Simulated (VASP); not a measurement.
# Y (P6_3/mmc) in VASP: further runs

Y is run at these levels: PBEsol; tasks: single point.

All numbers are computed with VASP 6.6.1; they aren't measurements. Logs are shortened: lines on timing, memory, paths and dates and some standing lists are left out, and cuts for length are marked.

**1. The cell of the first run**

Symmetry: P6_3/mmc, No. 194, hexagonal system. The conventional cell has a = 3.598 Å, b = 3.598 Å, c = 5.653 Å, α = 90.00°, β = 90.00°, γ = 120.00°. Y (site symmetry -6m2) has 12 Y at 3.51 to 3.60 Å within 4.6 Å.

**2. Single point, PBEsol (volume scaled by 0.96)**

File INCAR:

```
SYSTEM = Y
  PREC = Accurate
  ENCUT = 520
  EDIFF = 1E-7
  ISMEAR = -1
  SIGMA = 0.05
  LREAL = .FALSE.
  LASPH = .TRUE.
  NELM = 60
  ALGO = Normal
  ISIF = 2
  LWAVE = .FALSE.
  LCHARG = .FALSE.
  GGA = PS
  NBANDS = 18
```

File KPOINTS:

```
regular mesh
0
G
  8 8 5
  0 0 0
```

File POSCAR:

```
Y
1.0
    3.5981047680      0.0000000000      0.0000000000
   -1.7990523840      3.1160501346      0.0000000000
    0.0000000000      0.0000000000      5.6531499653
Y
2
Direct
    0.6666666667      0.3333333333      0.7500000000
    0.3333333333      0.6666666667      0.2500000000
```

Potentials or basis: VASP PAW PBE potentials, release 64 (Y_sv).

Launch:

```sh
$ cat potpaw_PBE.64/Y_sv/POTCAR > POTCAR
$ mpirun -np 1 vasp_std > vasp.out
```

OUTCAR:

```text
SYSTEM = Y
   PREC = Accurate
   ENCUT = 520
   EDIFF = 1E-7
   ISMEAR = -1
   LREAL = .FALSE.
   LASPH = .TRUE.
   NELM = 60
   ISIF = 2
   GGA = PS

 ion  position               nearest neighbor table
   1  0.667  0.333  0.750-   2 3.51   2 3.51   2 3.51   2 3.51   2 3.51   2 3.51
   2  0.333  0.667  0.250-   1 3.51   1 3.51   1 3.51   1 3.51   1 3.51   1 3.51

  LATTYP: Found a hexagonal cell.
 ALAT       =     3.5981047680
 C/A-ratio  =     1.5711465702

  Lattice vectors:

 A1 = (   3.5981047680,   0.0000000000,   0.0000000000)
 A2 = (  -1.7990523840,   3.1160501346,   0.0000000000)
 A3 = (   0.0000000000,   0.0000000000,   5.6531499653)

Analysis of symmetry for initial positions (statically):
=====================================================================
 Subroutine PRICEL returns:
 Original cell was already a primitive cell.

 Routine SETGRP: Setting up the symmetry group for a
 hexagonal supercell.

 Subroutine GETGRP returns: Found 24 space group operations
 (whereof 12 operations were pure point group operations)
 out of a pool of 24 trial point group operations.

The static configuration has the point symmetry D_3d.
 The point group associated with its full space group is D_6h.

Analysis of symmetry for dynamics (positions and initial velocities):
=====================================================================
 Subroutine PRICEL returns:
 Original cell was already a primitive cell.

 Routine SETGRP: Setting up the symmetry group for a
 hexagonal supercell.

 Subroutine GETGRP returns: Found 24 space group operations
 (whereof 12 operations were pure point group operations)
 out of a pool of 24 trial point group operations.

The dynamic configuration has the point symmetry D_3d.
 The point group associated with its full space group is D_6h.

 Subroutine INISYM returns: Found 24 space group operations
 (whereof 12 operations are pure point group operations),
 and found     1 'primitive' translations

----------------------------------------------------------------------------------------

                                     Primitive cell

  volume of cell :      63.3824

  direct lattice vectors                    reciprocal lattice vectors
     3.598104768  0.000000000  0.000000000     0.277924092  0.160459549  0.000000000
    -1.799052384  3.116050135  0.000000000     0.000000000  0.320919098  0.000000000
     0.000000000  0.000000000  5.653149965     0.000000000  0.000000000  0.176892530

  length of vectors
     3.598104768  3.598104768  5.653149965     0.320919098  0.320919098  0.176892530

  position of ions in fractional coordinates (direct lattice)
[... 75 lines left out ...]
   LSORBIT =      F    spin-orbit coupling
   LASPH  =      T    aspherical Exc in radial PAW
   ENCUT  =  520.0 eV  38.22 Ry    6.18 a.u.   6.69  6.69 10.51*2*pi/ulx,y,z
   NELM   =     60;   NELMIN=  2; NELMDL= -5     # of ELM steps
   EDIFF  = 0.1E-06   stopping-criterion for ELM
   LREAL  =      F    real-space projection
   EDIFFG = 0.1E-05   stopping-criterion for IOM
   NSW    =      0    number of steps for IOM
   IBRION =     -1    ionic relax: 0-MD 1-quasi-New 2-CG
   NFREE  =      0    steps in history (QN), initial steepest desc. (CG)
   ISIF   =      2    stress and relaxation
   ISYM   =      2    0-nonsym 1-usesym 2-fastsym
   POTIM  = 0.5000    time-step for ionic-motion
   TEBEG  =    0.0;   TEEND  =   0.0 temperature during run
   PSTRESS=    0.0 pullay stress
   NELECT =      22.0000    total number of electrons
   NUPDOWN=      -1.0000    fix difference up-down
   EMIN   =  10.00;   EMAX   =-10.00  energy-range for DOS
   EFERMI =   0.00;   METHOD = LEGACY
   ISMEAR =    -1;   SIGMA  =   0.05  broadening in eV -4-tet -1-fermi 0-gaus
   EFERMI_NEDOS =   21; number of points for ismear=-14 and -15
   IALGO  =     38    algorithm
   IMIX   =      4    mixing-type and parameters
     AMIX     =   0.40;   BMIX     =  1.00
     AMIX_MAG =   1.60;   BMIX_MAG =  1.00
  volume/ion in A,a.u.               =      31.69       213.86
  Fermi-wavevector in a.u.,A,eV,Ry     =   1.150516  2.174161 18.009868  1.323688
  Thomas-Fermi vector in A             =   2.287180
   LORBIT       =      0    0 simple, 1 ext, 2 COOP (PROOUT), +10 PAW based schemes
   GGA     = PS    functional components
   LHFCALC =     F    Hartree Fock is set to
   AEXX    =    0.0000 exact exchange contribution
   IVDW    =     0    specifies the selected vdW correction
   LEPSILON=     F    determine dielectric tensor
   LRPA    =     F    only Hartree local field effects (RPA)
 non-spin polarized calculation
  energy-cutoff  :      520.00
  volume of cell :       63.38
 maximum number of plane-waves:      1743
 NGX is ok and might be reduce to    28
   NGX = 13   NGY = 13   NGZ = 21

 number of electron      22.0000001 magnetization

 Free energy of the ion-electron system (eV)
  ---------------------------------------------------
  ext. energy  EPLUGINS =         0.00000000
  ---------------------------------------------------
  free energy    TOTEN  =       -13.64323182 eV

  energy without entropy =      -13.60329882  energy(sigma->0) =      -13.62326532

 E-fermi :   3.0443     XC(G=0):  -9.6739

 val. band max:        3.0397196744   @ k =   0.2500   0.1250   0.0000
 cond. band min:       3.1081171672   @ k =   0.2500   0.0000   0.4000
 fundamental gap:      0.0683974928
 Fermi energy:         3.0443030653

 k-point     1 :       0.0000    0.0000    0.0000
  band No.  band energies     occupation
      1     -39.4476      2.00000
      2     -39.3616      2.00000
      3     -19.7918      2.00000
      4     -19.2513      2.00000
      5     -19.2513      2.00000
      6     -19.1512      2.00000
[... 481 lines left out ...]
      5     -19.3345      2.00000
      6     -19.3113      2.00000
[... 10 lines left out ...]
     17       7.6952      0.00000
     18       7.8372      0.00000

 [... further k-points ...]
[... 5 lines left out ...]
  --------------------------------------------------------------------------------------
  -------------------------------------------------------------------------------------
  Total       -0.1851189     -0.1851189     -0.3379347      0.0000000     -0.0000000      0.0000000
  in kB       -4.6794260     -4.6794260     -8.5422953      0.0000000     -0.0000000      0.0000000
  external PRESSURE =      -5.9670491 kB  Pullay stress =       0.0000000 kB

 VOLUME and BASIS-vectors are now :
 -----------------------------------------------------------------------------
  energy-cutoff  :      520.00
  volume of cell :       63.38
      direct lattice vectors                 reciprocal lattice vectors
     3.598104768  0.000000000  0.000000000     0.277924092  0.160459549  0.000000000
    -1.799052384  3.116050135  0.000000000     0.000000000  0.320919098  0.000000000
     0.000000000  0.000000000  5.653149965     0.000000000  0.000000000  0.176892530

 POSITION                                       TOTAL-FORCE (eV/Angst)
 -----------------------------------------------------------------------------------
      1.79905      1.03868      4.23986        -0.000000      0.000000      0.000000
     -0.00000      2.07737      1.41329         0.000000     -0.000000      0.000000
 -----------------------------------------------------------------------------------
    total drift:                               -0.000000      0.000000     -0.000000

  FREE ENERGIE OF THE ION-ELECTRON SYSTEM (eV)
  ---------------------------------------------------
  free  energy   TOTEN  =       -13.6432318160 eV

  energy  without entropy=      -13.6032988172  energy(sigma->0) =      -13.62326532
```

OSZICAR:

```text
N       E                     dE             d eps       ncg     rms          rms(c)
DAV:   1     0.901213817302E+02    0.90121E+02   -0.11397E+04  1080   0.117E+03
DAV:   2    -0.620437454236E+01   -0.96326E+02   -0.94667E+02  1338   0.262E+02
DAV:   3    -0.138900603908E+02   -0.76857E+01   -0.76206E+01  1904   0.438E+01
DAV:   4    -0.140830499718E+02   -0.19299E+00   -0.19265E+00  1338   0.738E+00
DAV:   5    -0.140887546118E+02   -0.57046E-02   -0.57038E-02  1512   0.902E-01    0.340E+01
DAV:   6    -0.137203202120E+02    0.36843E+00   -0.45309E-01  1186   0.406E+00    0.209E+01
DAV:   7    -0.136562730769E+02    0.64047E-01   -0.87192E-01  1478   0.512E+00    0.176E+00
DAV:   8    -0.136436810504E+02    0.12592E-01   -0.15000E-01  1348   0.223E+00    0.759E-01
DAV:   9    -0.136431958385E+02    0.48521E-03   -0.42930E-03  1430   0.405E-01    0.291E-01
DAV:  10    -0.136432453850E+02   -0.49547E-04   -0.11033E-03  1236   0.283E-01    0.168E-01
DAV:  11    -0.136432347859E+02    0.10599E-04   -0.71357E-05  1574   0.663E-02    0.564E-02
DAV:  12    -0.136432307034E+02    0.40825E-05   -0.13621E-05  1228   0.294E-02    0.235E-02
DAV:  13    -0.136432317824E+02   -0.10790E-05   -0.36151E-06  1190   0.173E-02    0.300E-03
DAV:  14    -0.136432319190E+02   -0.13658E-06   -0.20915E-07  1228   0.237E-03    0.124E-03
DAV:  15    -0.136432318099E+02    0.10911E-06   -0.30808E-08   640   0.137E-03    0.116E-03
DAV:  16    -0.136432318160E+02   -0.61600E-08   -0.58072E-09   618   0.467E-04
   1 F= -.13643232E+02 E0= -.13623265E+02  d E =-.399330E-01
```

stdout:

```text
POSCAR found type information on POSCAR Y
 POSCAR found :  1 types and       2 ions
 scaLAPACK will be used
 -----------------------------------------------------------------------------
|                                                                             |
|                                                                             |
|     You enforced a specific xc type in the INCAR file but a different       |
|     I HOPE YOU KNOW WHAT YOU ARE DOING!                                     |
|                                                                             |
 -----------------------------------------------------------------------------

 LDA part: xc-table for (Slater+PW92), standard interpolation
 POSCAR, INCAR and KPOINTS ok, starting setup
 FFT: planning ... GRIDC
 FFT: planning ... GRID_SOFT
 FFT: planning ... GRID
 WAVECAR not read
 entering main loop
```

It used 92 s of CPU time on 1 thread of AMD EPYC 7R13 Processor (Zen 3), with other jobs on the host.

What came out:

```yaml
Free_energy: -13.6432 eV
Pressure: -0.6 GPa
Band_gap_on_the_k_mesh: zero (band 11 reaches 4.06 eV, above the bottom of band 12 at 2.64 eV)
```

Caveat: the PAW data sets were made with another functional, which shifts forces and pressure a little.

(Part 1 of 2 ends here.)
